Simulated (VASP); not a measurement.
# SiTe2: relaxation of cell and atoms with LDA

Crystal: SiTe2.

```
Si Te
1.0
     0.00000    3.37500    3.37500
     3.37500    0.00000    3.37500
     3.37500    3.37500    0.00000
Si Te
1 2
Direct
  0.00000 0.00000 0.00000
  0.25000 0.25000 0.25000
  0.75000 0.75000 0.75000
```

```json
{"Program": "VASP 6.6.1", "Task": "relaxation of cell and atoms", "Functional": "LDA", "Potentials or basis": "VASP PAW LDA potentials, release 64 (Si, Te)", "Cutoff": "500 eV", "k mesh": "4 × 4 × 4", "Occupations": "fermi-dirac, width 0.02 eV", "Spin": "no spin polarisation", "Target pressure": "30 GPa", "Dipole correction": "no", "Further INCAR settings": "ALGO = Normal; EDIFF = 1e-07; IBRION = 2; EDIFFG = -0.03; NSW = 80; ISIF = 3"}
```

- Relaxed volume: 19.62 Å³/atom
- Relaxed cell: a = 4.366 Å, b = 4.366 Å, c = 4.366 Å, α = 60.00°, β = 60.00°, γ = 60.00°
- Space group after relaxing (to 0.1 Å): Fm-3m (No. 225)
- Energy change on relaxing (the run minimises the enthalpy): +470.6 meV/atom
- Ionic steps: 5
- Pressure after relaxing: 30.0 GPa
- Band gap on the k mesh: zero (bands 8 and 9 overlap by 4.10 eV)

Step by step:
```tsv
step	energy change (eV)	largest force (eV/Å)	pressure (GPa)	volume (Å³)
1	0.0000	0.0000	1.25	76.89
2	15.3641	0.0000	234.28	36.23
3	1.0224	0.0000	23.80	61.17
4	1.2499	0.0000	27.48	59.75
5	1.4117	0.0000	30.00	58.85
```

Final structure:
```
CELL_PARAMETERS angstrom
0.00000 3.08721 3.08721
3.08721 0.00000 3.08721
3.08721 3.08721 0.00000
ATOMIC_POSITIONS crystal
Si 0.00000 0.00000 0.00000
Te 0.25000 0.25000 0.25000
Te 0.75000 0.75000 0.75000
```

Levels at points of the mesh, in eV from the Fermi level:
```tsv
k point	band 5	band 6	band 7	band 8	band 9	band 10	band 11	band 12
(0.00, 0.00, 0.00)	-5.46	-3.47	-3.45	-3.45	-3.45	0.77	0.77	0.77
(0.50, 0.00, 0.00)	-5.79	-4.31	-4.31	-3.54	1.98	2.95	2.95	3.85
(0.50, 0.50, 0.00)	-8.03	-3.90	0.65	0.65	2.94	2.96	4.00	4.00
```

Run time: 28 s on 1 thread of Intel(R) Xeon(R) Platinum 8488C (Sapphire Rapids), on a shared host, peak memory 0.18 GiB.

Caveat: the k points lie up to 0.44 Å⁻¹ apart in the final cell, too coarse for converged energies and pressures of a metal; the cell is relaxed towards a set pressure, so the run minimises the enthalpy, not the energy; the volume moved by over 15 % at a fixed basis, so the end points are rough; spin-orbit coupling is left out, which moves the levels of the heavy elements.
